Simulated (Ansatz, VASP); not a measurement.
**Two plane-wave programs on CuI**

POSCAR

```
CuI
1.0
    0.0000000000      3.0315000000      3.0315000000
    3.0315000000      0.0000000000      3.0315000000
    3.0315000000      3.0315000000      0.0000000000
Cu I
1 1
Direct
    0.2500000000      0.2500000000      0.2500000000
    0.0000000000      0.0000000000      0.0000000000
```

Contents of INCAR.step1:

```
ALGO = Normal
EDIFF = 1E-5
ENCUT = 660
GGA = PE
GGA_COMPAT = False
ISMEAR = 0
LASPH = True
LCHARG = False
LDAU = True
LDAUJ = 0 0
LDAUL = 2 -1
LDAUTYPE = 2
LDAUU = 6 0
LMAXMIX = 4
LREAL = False
LWAVE = True
NBANDS = 16
NELM = 200
PREC = Accurate
SIGMA = 0.01
```

Contents of INCAR.step2:

```
ALGO = Normal
EDIFF = 1E-6
ENCUT = 660
GGA_COMPAT = False
ISIF = 2
ISMEAR = 0
ISTART = 1
LASPH = True
LCHARG = True
LDAU = True
LDAUJ = 0 0
LDAUL = 2 -1
LDAUPRINT = 1
LDAUTYPE = 2
LDAUU = 6 0
LELF = True
LMAXMIX = 4
LMIXTAU = True
LREAL = False
LVHAR = True
LWAVE = False
METAGGA = R2SCAN
NBANDS = 16
NELM = 200
PREC = Accurate
SIGMA = 0.01
```

Contents of KPOINTS:

```
k-points
0
Gamma
  5 5 5
```

Input for Ansatz:

```yaml
crystal:
  lattice:
    - [0.0, 3.0315, 3.0315]
    - [3.0315, 0.0, 3.0315]
    - [3.0315, 3.0315, 0.0]
  atoms:
    - { symbol: Cu, position: [0.25, 0.25, 0.25] }
    - { symbol: I, position: [0.0, 0.0, 0.0] }
basis:
  ecutwfc: 530.0
kpoints:
  mp_grid:
    grid: [5, 5, 5]
    shift: [0.0, 0.0, 0.0]
hamiltonian:
  xc: r2scan
  hubbard:
    - { species: Cu, l: d, u_eff: 6.0 }
scf:
  occupations:
    method: fixed
output:
  eigenvalues: true
```

Alike in both runs: task single point; functional r2SCAN; k mesh 5 × 5 × 5; no spin polarisation; Hubbard terms Cu d U = 6.0 eV.

|  | VASP | Ansatz |
| --- | --- | --- |
| version | VASP 6.6.1 | Ansatz 0.2.0 |
| potentials or method | VASP PAW PBE potentials, release 64 (Cu, I), cutoff 660 eV | plane waves, PAW |
| occupations | gaussian, width 0.01 eV | fixed |
| valence electrons in the cell | 18 | 36 |

VASP gave:

* gap on the k mesh at the Fermi level (eV): 2.58

Which values does Ansatz return?

gap on the k mesh at the Fermi level (eV): 2.64.

VASP's potentials were made for PBE, not for r2SCAN. The programs project onto different local orbitals, so the same U acts differently, and such runs can settle in different states. VASP's potentials hold 18 valence electrons a cell and Ansatz's 36, so a difference there can come from the potentials and not from the codes.

Neither program's run includes spin-orbit coupling.
